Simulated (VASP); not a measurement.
# NiO (I4/mmm) in VASP: single point with PBEsol

Aim: the single point of NiO with PBEsol.

All numbers are computed with VASP 6.6.1; they aren't measurements. Logs are shortened: lines on timing, memory, paths and dates and some standing lists are left out, and cuts for length are marked.

## (1) The cell of the first run

Symmetry: I4/mmm, No. 139, tetragonal system. The conventional cell has a = 2.946 Å, b = 2.946 Å, c = 4.055 Å, α = 90.00°, β = 90.00°, γ = 90.00°. Ni (site symmetry 4/mmm) has 6 O at 2.03 to 2.08 Å within 2.7 Å. Within 2.7 Å of O (site symmetry 4/mmm) lie 6 Ni at 2.03 to 2.08 Å.

## (2) Single point, PBEsol, collinear spin, ferromagnetic start

INCAR

```
SYSTEM = NiO
  ALGO = Normal
  EDIFF = 1E-7
  ENCUT = 520
  GGA = PS
  ISIF = 2
  ISMEAR = 0
  ISPIN = 2
  ISYM = 0
  LASPH = .True.
  LCHARG = .False.
  LMAXMIX = 4
  LORBIT = 11
  LREAL = .False.
  LWAVE = .False.
  MAGMOM = 1.15 0.21
  NBANDS = 19
  NELM = 150
  PREC = Accurate
  SIGMA = 0.1
```

KPOINTS

```
k-points
0
Gamma
  12 12 17
  0 0 0
```

POSCAR

```
NiO
1.0
    2.9464519461      0.0000000000      0.0000000000
    0.0000000000      2.9464519461      0.0000000000
    1.4732259731      1.4732259731      2.0276325560
Ni O
1 1
Direct
    0.0000000000      0.0000000000      0.0000000000
    0.5000000000      0.5000000000      0.0000000000
```

Potentials or basis: VASP PAW PBE potentials, release 64 (Ni, O).

The run is started by

```console
$ cat potpaw_PBE.64/Ni/POTCAR potpaw_PBE.64/O/POTCAR > POTCAR
$ mpirun -np 1 vasp_std > vasp.out
```

OUTCAR:

```text
SYSTEM = NiO
   EDIFF = 1E-7
   ENCUT = 520
   GGA = PS
   ISIF = 2
   ISMEAR = 0
   ISPIN = 2
   ISYM = 0
   LASPH = .True.
   LORBIT = 11
   LREAL = .False.
   NELM = 150
   PREC = Accurate

 ion  position               nearest neighbor table
   1  0.000  0.000  0.000-   2 2.03   2 2.03   2 2.08   2 2.08   2 2.08   2 2.08
   2  0.500  0.500  0.000-   1 2.03   1 2.03   1 2.08   1 2.08   1 2.08   1 2.08

IMPORTANT INFORMATION: All symmetrisations will be switched off!
NOSYMM: (Re-)initialisation of all symmetry stuff for point group C_1.

----------------------------------------------------------------------------------------

                                     Primitive cell

  volume of cell :      17.6031

  direct lattice vectors                    reciprocal lattice vectors
     2.946451946  0.000000000  0.000000000     0.339391247  0.000000000 -0.246593003
     0.000000000  2.946451946  0.000000000     0.000000000  0.339391247 -0.246593003
     1.473225973  1.473225973  2.027632556     0.000000000  0.000000000  0.493186005

  length of vectors
     2.946451946  2.946451946  2.907246690     0.419517017  0.419517017  0.493186005

  position of ions in fractional coordinates (direct lattice)
     0.000000000  0.000000000  0.000000000
     0.500000000  0.500000000  0.000000000

  ion indices of the primitive-cell ions
   primitive index   ion index
                 1           1
                 2           2

----------------------------------------------------------------------------------------

 KPOINTS: k-points

Automatic generation of k-mesh.
 Grid dimensions read from file:
 generate k-points for:   12   12   17

 Generating k-lattice:

  Cartesian coordinates                     Fractional coordinates (reciprocal lattice)
     0.028282604  0.000000000 -0.020549417     0.083333333  0.000000000  0.000000000
     0.000000000  0.028282604 -0.020549417     0.000000000  0.083333333  0.000000000
     0.000000000  0.000000000  0.029010941     0.000000000  0.000000000  0.058823529

  Length of vectors
     0.034959751  0.034959751  0.029010941

  Shift w.r.t. Gamma in fractional coordinates (k-lattice)
     0.000000000  0.000000000  0.000000000

 -----------------------------------------------------------------------------
|                                                                             |
|           W    W    AA    RRRRR   N    N  II  N    N   GGGG   !!!           |
|           W    W   A  A   R    R  NN   N  II  NN   N  G    G  !!!           |
|           W    W  A    A  R    R  N N  N  II  N N  N  G       !!!           |
|           W WW W  AAAAAA  RRRRR   N  N N  II  N  N N  G  GGG   !            |
|           WW  WW  A    A  R   R   N   NN  II  N   NN  G    G                |
|           W    W  A    A  R    R  N    N  II  N    N   GGGG   !!!           |
|                                                                             |
|     Your reciprocal lattice and k-lattice belong to different lattice       |
|     classes:                                                                |
|                                                                             |
|        The reciprocal lattice is body-centered tetragonal,                  |
|        whereas your k-lattice is base-centered monoclinic.                  |
|                                                                             |
|     Results are often still useful ...                                      |
|                                                                             |
 -----------------------------------------------------------------------------

 WARNING: IBZKPT: internal override: KBLOWUP is changed to .FALSE.
      ... skipping the blow-up phase ...

 Subroutine IBZKPT returns following result:
 ===========================================

 Found   1226 irreducible k-points:

 Following reciprocal coordinates:
            Coordinates               Weight
  0.000000  0.000000  0.000000      1.000000
  0.083333  0.000000  0.000000      2.000000
  0.166667  0.000000  0.000000      2.000000
  0.250000  0.000000 -0.000000      2.000000
  0.333333  0.000000  0.000000      2.000000
  0.416667  0.000000  0.000000      2.000000
[... 16 lines left out ...]
  0.250000  0.166667  0.000000      2.000000
  0.333333  0.166667  0.000000      2.000000
 [... further k-points ...]
   k-points           NKPTS =   1226   k-points in BZ     NKDIM =   1226   number of bands    NBANDS=     19
   number of dos      NEDOS =    301   number of ions     NIONS =      2
   total plane-waves  NPLWV =  13824
   dimension x,y,z NGX =    24 NGY =   24 NGZ =   24
   dimension x,y,z NGXF=    48 NGYF=   48 NGZF=   48
   ions per type =               1   1
   NGX,Y,Z   is equivalent  to a cutoff of  13.54, 13.54, 13.72 a.u.
   NGXF,Y,Z  is equivalent  to a cutoff of  27.08, 27.08, 27.45 a.u.
 SYSTEM =  NiO
   PREC   = accura    normal or accurate (medium, high low for compatibility)
   ISTART =      0    job   : 0-new  1-cont  2-samecut
   ICHARG =      2    charge: 1-file 2-atom 10-const
   ISPIN  =      2    spin polarized calculation?
   LNONCOLLINEAR =      F non collinear calculations
   LSORBIT =      F    spin-orbit coupling
   LASPH  =      T    aspherical Exc in radial PAW
   ENCUT  =  520.0 eV  38.22 Ry    6.18 a.u.   5.48  5.48  5.41*2*pi/ulx,y,z
   NELM   =    150;   NELMIN=  2; NELMDL= -5     # of ELM steps
   EDIFF  = 0.1E-06   stopping-criterion for ELM
   LREAL  =      F    real-space projection
   EDIFFG = 0.1E-05   stopping-criterion for IOM
   NSW    =      0    number of steps for IOM
   IBRION =     -1    ionic relax: 0-MD 1-quasi-New 2-CG
   NFREE  =      0    steps in history (QN), initial steepest desc. (CG)
   ISIF   =      2    stress and relaxation
   ISYM   =      0    0-nonsym 1-usesym 2-fastsym
   POTIM  = 0.5000    time-step for ionic-motion
   TEBEG  =    0.0;   TEEND  =   0.0 temperature during run
   PSTRESS=    0.0 pullay stress
   NELECT =      16.0000    total number of electrons
   NUPDOWN=      -1.0000    fix difference up-down
   EMIN   =  10.00;   EMAX   =-10.00  energy-range for DOS
   EFERMI =   0.00;   METHOD = LEGACY
   ISMEAR =     0;   SIGMA  =   0.10  broadening in eV -4-tet -1-fermi 0-gaus
   EFERMI_NEDOS =   21; number of points for ismear=-14 and -15
   IALGO  =     38    algorithm
   IMIX   =      4    mixing-type and parameters
     AMIX     =   0.40;   BMIX     =  1.00
     AMIX_MAG =   1.60;   BMIX_MAG =  1.00
  volume/ion in A,a.u.               =       8.80        59.40
  Fermi-wavevector in a.u.,A,eV,Ry     =   1.585814  2.996753 34.216000  2.514805
  Thomas-Fermi vector in A             =   2.685221
   LORBIT       =     11    0 simple, 1 ext, 2 COOP (PROOUT), +10 PAW based schemes
   GGA     = PS    functional components
   LHFCALC =     F    Hartree Fock is set to
   AEXX    =    0.0000 exact exchange contribution
   IVDW    =     0    specifies the selected vdW correction
   LEPSILON=     F    determine dielectric tensor
   LRPA    =     F    only Hartree local field effects (RPA)
 spin polarized calculation
 Gauss-broadening in eV      SIGMA  =   0.10
  energy-cutoff  :      520.00
  volume of cell :       17.60
 maximum number of plane-waves:       503
 NGX is ok and might be reduce to    24
   NGX = 11   NGY = 11   NGZ = 11

 number of electron      15.9999991 magnetization       1.2061253

 Free energy of the ion-electron system (eV)
  ---------------------------------------------------
  ext. energy  EPLUGINS =         0.00000000
  ---------------------------------------------------
  free energy    TOTEN  =       -12.39566668 eV

  energy without entropy =      -12.38701079  energy(sigma->0) =      -12.39133873

 E-fermi :   8.2594     XC(G=0): -13.1433

 val. band max:        8.2587380817   @ k =  -0.3333  -0.4167   0.1765
 cond. band min:       8.2595577462   @ k =  -0.1667   0.2500   0.1765
 fundamental gap:      0.0008196645
 Fermi energy:         8.2593506102

 spin component 1

 k-point     1 :       0.0000    0.0000    0.0000
  band No.  band energies     occupation
      1     -12.5025      1.00000
      2       4.9076      1.00000
      3       5.0094      1.00000
      4       5.0105      1.00000
      5       5.5819      1.00000
      6       5.6098      1.00000
[... 11 lines left out ...]
     18      33.9935      0.00000
     19      35.0717      0.00000

 k-point     2 :       0.0833    0.0000    0.0000
  band No.  band energies     occupation
      1     -12.4177      1.00000
      2       4.2822      1.00000
      3       4.3828      1.00000
      4       4.4445      1.00000
      5       5.7863      1.00000
      6       5.8613      1.00000
[... 476 lines left out ...]
 k-point    24 :       0.3333    0.1667    0.0000
  band No.  band energies     occupation
      1     -11.1039      1.00000
      2       0.3048      1.00000
      3       2.2724      1.00000
      4       2.3559      1.00000
      5       6.4242      1.00000
      6       6.4861      1.00000
[... 11 lines left out ...]
     18      38.8929      0.00000
     19      40.4529      0.00000

 [... further k-points ...]

 spin component 2

 k-point     1 :       0.0000    0.0000    0.0000
  band No.  band energies     occupation
      1     -12.2238      1.00000
      2       5.2199      1.00000
      3       5.3456      1.00000
      4       5.3464      1.00000
      5       6.3823      1.00000
      6       6.3843      1.00000
[... 11 lines left out ...]
     18      34.4052      0.00000
     19      35.4783      0.00000

 k-point     2 :       0.0833    0.0000    0.0000
  band No.  band energies     occupation
      1     -12.1377      1.00000
      2       4.6252      1.00000
      3       4.9280      1.00000
      4       4.9918      1.00000
      5       6.4925      1.00000
      6       6.5303      1.00000
[... 476 lines left out ...]
 k-point    24 :       0.3333    0.1667    0.0000
  band No.  band energies     occupation
      1     -10.7948      1.00000
      2       0.5959      1.00000
      3       2.7927      1.00000
      4       2.9883      1.00000
      5       7.1736      1.00000
      6       7.3791      1.00000
[... 11 lines left out ...]
     18      39.1306      0.00000
     19      40.7731      0.00000

 [... further k-points ...]
[... 5 lines left out ...]
  --------------------------------------------------------------------------------------
  -------------------------------------------------------------------------------------
  Total       -0.3337194     -0.3337649     -0.0117704     -0.0038232     -0.0012900     -0.0012899
  in kB      -30.3741432    -30.3782814     -1.0713069     -0.3479784     -0.1174139     -0.1174006
  external PRESSURE =     -20.6079105 kB  Pullay stress =       0.0000000 kB

 VOLUME and BASIS-vectors are now :
 -----------------------------------------------------------------------------
  energy-cutoff  :      520.00
  volume of cell :       17.60
      direct lattice vectors                 reciprocal lattice vectors
     2.946451946  0.000000000  0.000000000     0.339391247  0.000000000 -0.246593003
     0.000000000  2.946451946  0.000000000     0.000000000  0.339391247 -0.246593003
     1.473225973  1.473225973  2.027632556     0.000000000  0.000000000  0.493186005

 POSITION                                       TOTAL-FORCE (eV/Angst)
 -----------------------------------------------------------------------------------
      0.00000      0.00000      0.00000         0.000000      0.000000     -0.000000
      1.47323      1.47323      0.00000        -0.000000     -0.000000      0.000000
 -----------------------------------------------------------------------------------
    total drift:                               -0.000000     -0.000000      0.000000

  FREE ENERGIE OF THE ION-ELECTRON SYSTEM (eV)
  ---------------------------------------------------
  free  energy   TOTEN  =       -12.3956666770 eV

  energy  without entropy=      -12.3870107857  energy(sigma->0) =      -12.39133873

 total charge

# of ion       s       p       d       tot
------------------------------------------
    1        0.346   0.432   8.325   9.103
    2        1.558   3.387   0.000   4.946
--------------------------------------------------
tot          1.904   3.819   8.325  14.048

 magnetization (x)

# of ion       s       p       d       tot
------------------------------------------
    1        0.010   0.013   0.989   1.012
    2        0.023   0.143   0.000   0.165
--------------------------------------------------
tot          0.033   0.156   0.989   1.177
```

Wall time 7 min (1 thread of AMD EPYC 9R45 (Zen 5), shared host); peak memory 0.63 GiB.

What came out:

```
Free energy                                           : -12.3957 eV
Pressure                                              : -2.1 GPa
Net moment                                            : 1.21 μB per cell
Site moments                                          : Ni +1.01; O +0.17 μB
Valence electrons inside the program's atomic spheres : Ni 9.10; O 4.95
```

Stress tensor (GPa, compression positive):
```
-3.04 -0.03 -0.01
-0.03 -3.04 -0.01
-0.01 -0.01 -0.11
```

Caveat: the PAW data sets were made with another functional, which shifts forces and pressure a little; a cell with one magnetic atom can't hold antiferromagnetic order, which such compounds often take; semilocal functionals often make such compounds metallic where correlation or magnetic order opens a gap, which also shifts bond lengths. With open d or f shells a metallic result of PBEsol can be an artefact of self-interaction; +U or a hybrid may open a gap.
